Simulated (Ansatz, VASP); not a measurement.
## One calculation of AlN, two programs

File INCAR:

```
PREC     = Accurate       # precision mode
ENCUT    = 520            # plane-wave cutoff, eV
EDIFF    = 1E-7           # SCF threshold, eV
ISMEAR   = -1             # smearing method
SIGMA    = 0.02           # smearing width, eV
LREAL    = F              # projectors in reciprocal space
LASPH    = T              # aspherical terms in the spheres
NELM     = 100            # most SCF steps
ALGO     = Normal         # electronic algorithm
ISIF     = 2              # what is computed and relaxed
LWAVE    = F              # write WAVECAR
LCHARG   = F              # write CHGCAR
GGA      = PE             # functional
NBANDS   = 11             # bands
```

The input KPOINTS:

```
regular mesh
0
Gamma
  10 10 10
```

POSCAR

```
AlN
1.0
    0.0000000000      2.1193301201      2.2489384552
    2.1193301201      0.0000000000      2.2489384552
    2.1193301201      2.1193301201      0.0000000000
Al N
1 1
Direct
    0.0000000000      0.0000000000      0.0000000000
    0.2500000000      0.2500000000      0.2500000000
```

Input for Ansatz:

```yaml
crystal:
  lattice:
    - [0.0, 2.1193301201, 2.2489384552]
    - [2.1193301201, 0.0, 2.2489384552]
    - [2.1193301201, 2.1193301201, 0.0]
  atoms:
    - { symbol: Al, position: [0.0, 0.0, 0.0] }
    - { symbol: "N", position: [0.25, 0.25, 0.25] }
kpoints:
  mp_grid: { grid: [10, 10, 10] }
  band_path:
    path:
      - [0.0, 0.0, 0.0]
      - [-0.5, -0.5, 0.0]
      - [-0.375, -0.375, 0.25]
      - [-0.375, 0.0, 0.375]
      - [0.0, 0.0, 0.5]
      - [-0.5, -0.25, 0.25]
      - [0.104167, 0.104167, 0.208333]
      - [0.0, 0.5, 0.5]
    npoints: 1
hamiltonian:
  xc: pbe
scf:
  occupations: { method: fermi_dirac, width: 0.02 }
  n_extra_bands: 4
output:
  forces: true
  stress: true
  eigenvalues: true
```

Change from the starting cell: epitaxial_xy strain -3.0%.

Alike in both runs: task single point; functional PBE; k mesh 10 × 10 × 10; occupations fermi-dirac, width 0.02 eV; no spin polarisation.

|  | VASP | Ansatz |
| --- | --- | --- |
| version | VASP 6.6.1 | Ansatz 0.2.0 |
| potentials or method | VASP PAW PBE potentials, release 64 (Al, N) | plane waves, PAW |
| plane-wave cutoff (eV) | 520 | 420 |
| valence electrons in the cell | 8 | 8 |

```tsv
	VASP	Ansatz	Ansatz less VASP
gap on the k mesh at the Fermi level (eV)	3.13	3.14	+0.009
pressure (GPa)	11.2	11.5	+0.26
traceless stress, the component that is largest in VASP (GPa)	-6.19	-6.15	+0.039
```

The functional is the same, so the differences come from potentials, cutoffs and numerics.
